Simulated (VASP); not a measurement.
# AlN in VASP: further runs

Runs on AlN. Level: PBE. Tasks: single point.

Everything below comes from runs of VASP 6.6.1. Logs are shortened: lines on timing, memory, paths and dates and some standing lists are left out, and cuts for length are marked.

**1. The cell of the first run**

Symmetry: Immm, No. 71, orthorhombic system. The conventional cell has a = 2.676 Å, b = 3.079 Å, c = 4.070 Å, α = 90.00°, β = 90.00°, γ = 90.00°. Al (site symmetry mmm) has 6 N at 2.03 to 2.04 Å and 2 Al at 2.68 Å within 2.7 Å. Within 2.7 Å of N (site symmetry mmm) lie 6 Al at 2.03 to 2.04 Å and 2 N at 2.68 Å.

**2. Single point, PBE (engineering shear strain xz -0.1400, engineering shear strain yz +0.0000)**

INCAR reads:

```
PREC = Accurate ; ENCUT = 520
EDIFF = 1E-6 ; ISMEAR = 0
SIGMA = 0.05 ; LREAL = F
LASPH = T ; NELM = 60
ALGO = Normal ; ISIF = 2
LWAVE = F ; LCHARG = F
GGA = PE ; NBANDS = 11
```

KPOINTS reads:

```
regular mesh
0
Gamma
  10 10 10
```

POSCAR reads:

```
AlN
1.0
   -0.1424437406      2.0349105802      2.0349105802
    1.8924668396      0.0000000000      1.8924668396
    2.0349105802      2.0349105802     -0.1424437406
Al N
1 1
Direct
    0.5000000000      0.5000000000      0.5000000000
    0.0000000000      0.0000000000      0.0000000000
```

Potentials or basis: VASP PAW PBE potentials, release 64 (Al, N).

Launch:

```console
cat potpaw_PBE.64/Al/POTCAR potpaw_PBE.64/N/POTCAR > POTCAR
mpirun -np 1 vasp_std > vasp.out
```

OUTCAR:

```text
PREC = Accurate
   ENCUT = 520
   EDIFF = 1E-6
   ISMEAR = 0
   LREAL = F
   LASPH = T
   NELM = 60
   ISIF = 2
   GGA = PE

 ion  position               nearest neighbor table
   1  0.500  0.500  0.500-   2 2.03   2 2.03   2 2.04   2 2.04   2 2.04   2 2.04
   2  0.000  0.000  0.000-   1 2.03   1 2.03   1 2.04   1 2.04   1 2.04   1 2.04

  LATTYP: Found a body centered orthorhombic cell.
 ALAT       =     2.6763522709
 B/A-ratio  =     1.1505376344
 C/A-ratio  =     1.5206597445

  Lattice vectors:

 A1 = (   2.0349105802,  -2.0349105802,  -0.1424437406)
 A2 = (  -2.0349105802,  -2.0349105802,   0.1424437406)
 A3 = (   0.1424437406,   2.0349105802,  -2.0349105802)

Analysis of symmetry for initial positions (statically):
=====================================================================
 Subroutine PRICEL returns:
 Original cell was already a primitive cell.

 Routine SETGRP: Setting up the symmetry group for a
 body centered orthorhombic supercell.

 Subroutine GETGRP returns: Found  8 space group operations
 (whereof  8 operations were pure point group operations)
 out of a pool of  8 trial point group operations.

The static configuration has the point symmetry D_2h.

Analysis of symmetry for dynamics (positions and initial velocities):
=====================================================================
 Subroutine PRICEL returns:
 Original cell was already a primitive cell.

 Routine SETGRP: Setting up the symmetry group for a
 body centered orthorhombic supercell.

 Subroutine GETGRP returns: Found  8 space group operations
 (whereof  8 operations were pure point group operations)
 out of a pool of  8 trial point group operations.

The dynamic configuration has the point symmetry D_2h.

 Subroutine INISYM returns: Found  8 space group operations
 (whereof  8 operations are pure point group operations),
 and found     1 'primitive' translations

----------------------------------------------------------------------------------------

                                     Primitive cell

  volume of cell :      16.7700

  direct lattice vectors                    reciprocal lattice vectors
    -0.142443741  2.034910580  2.034910580    -0.229636488  0.245711042  0.229636488
     1.892466840  0.000000000  1.892466840     0.264205422 -0.245711042  0.264205422
     2.034910580  2.034910580 -0.142443741     0.229636488  0.245711042 -0.229636488

  length of vectors
     2.881321287  2.676352271  2.881321287     0.407234269  0.447194506  0.407234269

  position of ions in fractional coordinates (direct lattice)
     0.500000000  0.500000000  0.500000000
     0.000000000  0.000000000  0.000000000

  ion indices of the primitive-cell ions
   primitive index   ion index
                 1           1
                 2           2

----------------------------------------------------------------------------------------

 KPOINTS: regular mesh

Automatic generation of k-mesh.
 Grid dimensions read from file:
 generate k-points for:   10   10   10

 Generating k-lattice:

  Cartesian coordinates                     Fractional coordinates (reciprocal lattice)
    -0.022963649  0.024571104  0.022963649     0.100000000  0.000000000 -0.000000000
     0.026420542 -0.024571104  0.026420542    -0.000000000  0.100000000 -0.000000000
     0.022963649  0.024571104 -0.022963649    -0.000000000  0.000000000  0.100000000

  Length of vectors
     0.040723427  0.044719451  0.040723427

  Shift w.r.t. Gamma in fractional coordinates (k-lattice)
     0.000000000  0.000000000  0.000000000

 Subroutine IBZKPT returns following result:
 ===========================================

 Found    171 irreducible k-points:

 Following reciprocal coordinates:
            Coordinates               Weight
  0.000000  0.000000  0.000000      1.000000
  0.100000  0.000000 -0.000000      4.000000
  0.200000  0.000000 -0.000000      4.000000
  0.300000  0.000000 -0.000000      4.000000
  0.400000  0.000000  0.000000      4.000000
  0.500000  0.000000  0.000000      2.000000
[... 16 lines left out ...]
 -0.400000  0.200000 -0.000000      8.000000
 -0.300000  0.200000 -0.000000      8.000000
 [... further k-points ...]
   k-points           NKPTS =    171   k-points in BZ     NKDIM =    171   number of bands    NBANDS=     11
   number of dos      NEDOS =    301   number of ions     NIONS =      2
   total plane-waves  NPLWV =  11520
   dimension x,y,z NGX =    24 NGY =   20 NGZ =   24
   dimension x,y,z NGXF=    48 NGYF=   40 NGZF=   48
   ions per type =               1   1
   NGX,Y,Z   is equivalent  to a cutoff of  13.85, 12.42, 13.85 a.u.
   NGXF,Y,Z  is equivalent  to a cutoff of  27.69, 24.85, 27.69 a.u.
 SYSTEM =  unknown system
   PREC   = accura    normal or accurate (medium, high low for compatibility)
   ISTART =      0    job   : 0-new  1-cont  2-samecut
   ICHARG =      2    charge: 1-file 2-atom 10-const
   ISPIN  =      1    spin polarized calculation?
   LNONCOLLINEAR =      F non collinear calculations
   LSORBIT =      F    spin-orbit coupling
   LASPH  =      T    aspherical Exc in radial PAW
   ENCUT  =  520.0 eV  38.22 Ry    6.18 a.u.   5.36  4.98  5.36*2*pi/ulx,y,z
   NELM   =     60;   NELMIN=  2; NELMDL= -5     # of ELM steps
   EDIFF  = 0.1E-05   stopping-criterion for ELM
   LREAL  =      F    real-space projection
   EDIFFG = 0.1E-04   stopping-criterion for IOM
   NSW    =      0    number of steps for IOM
   IBRION =     -1    ionic relax: 0-MD 1-quasi-New 2-CG
   NFREE  =      0    steps in history (QN), initial steepest desc. (CG)
   ISIF   =      2    stress and relaxation
   ISYM   =      2    0-nonsym 1-usesym 2-fastsym
   POTIM  = 0.5000    time-step for ionic-motion
   TEBEG  =    0.0;   TEEND  =   0.0 temperature during run
   PSTRESS=    0.0 pullay stress
   NELECT =       8.0000    total number of electrons
   NUPDOWN=      -1.0000    fix difference up-down
   EMIN   =  10.00;   EMAX   =-10.00  energy-range for DOS
   EFERMI =   0.00;   METHOD = LEGACY
   ISMEAR =     0;   SIGMA  =   0.05  broadening in eV -4-tet -1-fermi 0-gaus
   EFERMI_NEDOS =   21; number of points for ismear=-14 and -15
   IALGO  =     38    algorithm
   IMIX   =      4    mixing-type and parameters
     AMIX     =   0.40;   BMIX     =  1.00
     AMIX_MAG =   1.60;   BMIX_MAG =  1.00
  volume/ion in A,a.u.               =       8.38        56.58
  Fermi-wavevector in a.u.,A,eV,Ry     =   1.279167  2.417275 22.262782  1.636268
  Thomas-Fermi vector in A             =   2.411668
   LORBIT       =      0    0 simple, 1 ext, 2 COOP (PROOUT), +10 PAW based schemes
   GGA     = PE    functional components
   LHFCALC =     F    Hartree Fock is set to
   AEXX    =    0.0000 exact exchange contribution
   IVDW    =     0    specifies the selected vdW correction
   LEPSILON=     F    determine dielectric tensor
   LRPA    =     F    only Hartree local field effects (RPA)
 non-spin polarized calculation
 Gauss-broadening in eV      SIGMA  =   0.05
  energy-cutoff  :      520.00
  volume of cell :       16.77
 maximum number of plane-waves:       463
 NGX is ok and might be reduce to    24
   NGX = 11   NGY =  9   NGZ = 11

 number of electron       7.9999999 magnetization

 Free energy of the ion-electron system (eV)
  ---------------------------------------------------
  ext. energy  EPLUGINS =         0.00000000
  ---------------------------------------------------
  free energy    TOTEN  =       -14.22599818 eV

  energy without entropy =      -14.22599818  energy(sigma->0) =      -14.22599818

 E-fermi :  11.1414     XC(G=0): -12.2263

 val. band max:       10.8672198354   @ k =   0.0000   0.0000   0.0000
 cond. band min:      12.4103279821   @ k =   0.5000   0.0000   0.5000
 fundamental gap:      1.5431081467
 Fermi energy:        11.1414135278

 k-point     1 :       0.0000    0.0000    0.0000
  band No.  band energies     occupation
      1      -7.6051      2.00000
      2       8.9258      2.00000
      3       9.6951      2.00000
      4      10.8672      2.00000
      5      14.6003      0.00000
      6      19.9422      0.00000
      7      22.5690      0.00000
      8      24.2224      0.00000
      9      26.0551      0.00000
     10      27.5812      0.00000
     11      27.9042      0.00000

 k-point     2 :       0.1000    0.0000   -0.0000
  band No.  band energies     occupation
      1      -7.4214      2.00000
      2       8.0361      2.00000
      3       9.4210      2.00000
      4      10.7580      2.00000
      5      15.3614      0.00000
      6      19.8543      0.00000
      7      22.4001      0.00000
      8      24.4017      0.00000
      9      25.6103      0.00000
     10      26.8945      0.00000
     11      27.9139      0.00000

 k-point     3 :       0.2000    0.0000   -0.0000
  band No.  band energies     occupation
      1      -6.8874      2.00000
      2       5.9335      2.00000
      3       9.1762      2.00000
      4      10.4883      2.00000
      5      16.4570      0.00000
      6      19.6481      0.00000
      7      22.8772      0.00000
      8      24.1552      0.00000
      9      24.4454      0.00000
     10      26.9629      0.00000
     11      27.8243      0.00000

 k-point     4 :       0.3000    0.0000   -0.0000
  band No.  band energies     occupation
      1      -6.0725      2.00000
      2       3.6997      2.00000
      3       8.9631      2.00000
      4      10.1824      2.00000
      5      16.7147      0.00000
      6      20.2494      0.00000
      7      22.4401      0.00000
      8      23.3780      0.00000
      9      25.3623      0.00000
     10      27.2662      0.00000
     11      28.5419      0.00000

 k-point     5 :       0.4000    0.0000    0.0000
  band No.  band energies     occupation
      1      -5.1763      2.00000
      2       1.8770      2.00000
      3       8.8146      2.00000
      4       9.9531      2.00000
      5      16.5070      0.00000
      6      21.2470      0.00000
      7      21.8040      0.00000
      8      22.8118      0.00000
      9      26.4305      0.00000
     10      27.6466      0.00000
     11      30.5242      0.00000
[... 211 lines left out ...]
 k-point    21 :       0.4000    0.2000    0.0000
  band No.  band energies     occupation
      1      -5.1575      2.00000
      2       3.6219      2.00000
      3       7.5372      2.00000
      4       8.3651      2.00000
      5      17.1359      0.00000
      6      19.3848      0.00000
      7      20.7905      0.00000
      8      24.4065      0.00000
      9      25.5229      0.00000
     10      30.2872      0.00000
     11      32.4164      0.00000

 k-point    22 :       0.5000    0.2000    0.0000
  band No.  band energies     occupation
      1      -4.4034      2.00000
      2       2.2904      2.00000
      3       7.1017      2.00000
      4       8.3155      2.00000
      5      17.0933      0.00000
      6      20.1358      0.00000
      7      21.0486      0.00000
      8      23.7612      0.00000
      9      26.2433      0.00000
     10      30.9027      0.00000
     11      31.8569      0.00000

 k-point    23 :      -0.4000    0.2000   -0.0000
  band No.  band energies     occupation
      1      -4.2140      2.00000
      2       2.0092      2.00000
      3       6.8495      2.00000
      4       8.5061      2.00000
      5      17.4107      0.00000
      6      20.2332      0.00000
      7      20.7324      0.00000
      8      23.2928      0.00000
      9      27.0186      0.00000
     10      29.6181      0.00000
     11      31.5320      0.00000

 k-point    24 :      -0.3000    0.2000   -0.0000
  band No.  band energies     occupation
      1      -4.7800      2.00000
      2       2.9987      2.00000
      3       6.8740      2.00000
      4       8.8379      2.00000
      5      17.9825      0.00000
      6      19.4961      0.00000
      7      20.4231      0.00000
      8      22.8952      0.00000
      9      26.4202      0.00000
     10      29.4356      0.00000
     11      31.2390      0.00000

 [... further k-points ...]

------------------------ aborting loop because EDIFF is reached ----------------------------------------

  FORCE on cell =-STRESS in cart. coord.  units (eV):
  Direction    XX          YY          ZZ          XY          YZ          ZX
  --------------------------------------------------------------------------------------
  -------------------------------------------------------------------------------------
  Total        0.5434033     -0.3366749      0.5434033     -0.0000000      0.0000000      4.5741447
  in kB       51.9158661    -32.1653710     51.9158661     -0.0000000      0.0000000    437.0063702
  external PRESSURE =      23.8887871 kB  Pullay stress =       0.0000000 kB

 VOLUME and BASIS-vectors are now :
 -----------------------------------------------------------------------------
  energy-cutoff  :      520.00
  volume of cell :       16.77
      direct lattice vectors                 reciprocal lattice vectors
    -0.142443741  2.034910580  2.034910580    -0.229636488  0.245711042  0.229636488
     1.892466840  0.000000000  1.892466840     0.264205422 -0.245711042  0.264205422
     2.034910580  2.034910580 -0.142443741     0.229636488  0.245711042 -0.229636488

 POSITION                                       TOTAL-FORCE (eV/Angst)
 -----------------------------------------------------------------------------------
      1.89247      2.03491      1.89247         0.000000     -0.000000      0.000000
      0.00000      0.00000      0.00000        -0.000000      0.000000     -0.000000
 -----------------------------------------------------------------------------------
    total drift:                                0.000000     -0.000000     -0.000000

  FREE ENERGIE OF THE ION-ELECTRON SYSTEM (eV)
  ---------------------------------------------------
  free  energy   TOTEN  =       -14.2259981814 eV

  energy  without entropy=      -14.2259981814  energy(sigma->0) =      -14.22599818
```

Wall time 18 s (1 thread of Intel Xeon 8259CL, shared host); peak memory 0.15 GiB.

Results:

- Free energy: -14.2260 eV
- Pressure: 2.4 GPa
- Band gap on the k mesh: 1.54 eV (least direct gap 3.73 eV)

Caveat: the cell differs from its parent crystal (engineering shear strain xz -0.1400, engineering shear strain yz +0.0000).

**3. Single point, PBE (engineering shear strain xz -0.1050, engineering shear strain yz +0.0000)**

INCAR reads:

```
PREC = Accurate
ENCUT = 520
EDIFF = 1E-6
ISMEAR = 0
SIGMA = 0.05
LREAL = False
LASPH = True
NELM = 80
ALGO = Normal
ISIF = 2
LWAVE = False
LCHARG = False
GGA = PE
NBANDS = 11
```

KPOINTS reads:

```
Automatic mesh
0
Gamma
  10 10 10
```

POSCAR reads:

```
AlN
1.0
   -0.1068328055      2.0349105802      2.0349105802
    1.9280777747      0.0000000000      1.9280777747
    2.0349105802      2.0349105802     -0.1068328055
Al N
1 1
Direct
    0.5000000000      0.5000000000      0.5000000000
    0.0000000000      0.0000000000      0.0000000000
```

Potentials or basis: VASP PAW PBE potentials, release 64 (Al, N).

Launch:

```console
cat potpaw_PBE.64/Al/POTCAR potpaw_PBE.64/N/POTCAR > POTCAR
mpirun -np 1 vasp_std > vasp.out
```

Run time: 26 s. Hardware: 1 thread of Intel Xeon 8259CL, shared host; peak memory 0.15 GiB.

Results (log left out):

| Property | Result |
| --- | --- |
| Free energy | -14.3671 eV |
| Pressure | 1.3 GPa |
| Band gap on the k mesh | 2.36 eV (least direct gap 4.27 eV) |

Stress tensor (GPa, compression positive):
```
 2.82  0.00 32.49
 0.00 -1.87  0.00
32.49  0.00  2.82
```

Levels at points of the mesh, in eV from the valence-band top:
| k point | band 1 | band 2 | band 3 | band 4 | band 5 | band 6 | band 7 | band 8 |
| --- | --- | --- | --- | --- | --- | --- | --- | --- |
| (0.00, 0.00, 0.00) | -18.17 | -1.45 | -0.84 | 0.00 | 4.27 | 9.83 | 11.72 | 13.02 |
| (0.50, 0.00, 0.00) | -15.22 | -9.34 | -1.81 | -1.02 | 5.74 | 10.67 | 11.48 | 11.50 |
| (0.00, 0.50, 0.00) | -14.68 | -8.58 | -2.43 | -1.84 | 4.40 | 8.96 | 9.91 | 12.55 |
| (0.50, 0.50, 0.00) | -13.96 | -8.01 | -3.51 | -3.48 | 3.68 | 4.56 | 12.37 | 16.18 |
| (0.50, 0.00, 0.50) | -14.03 | -8.05 | -4.55 | -2.37 | 2.36 | 5.96 | 13.01 | 15.78 |

Caveat: the cell differs from its parent crystal (engineering shear strain xz -0.1050, engineering shear strain yz +0.0000). A k mesh can miss the band edges.

[end of part 1 of 2]
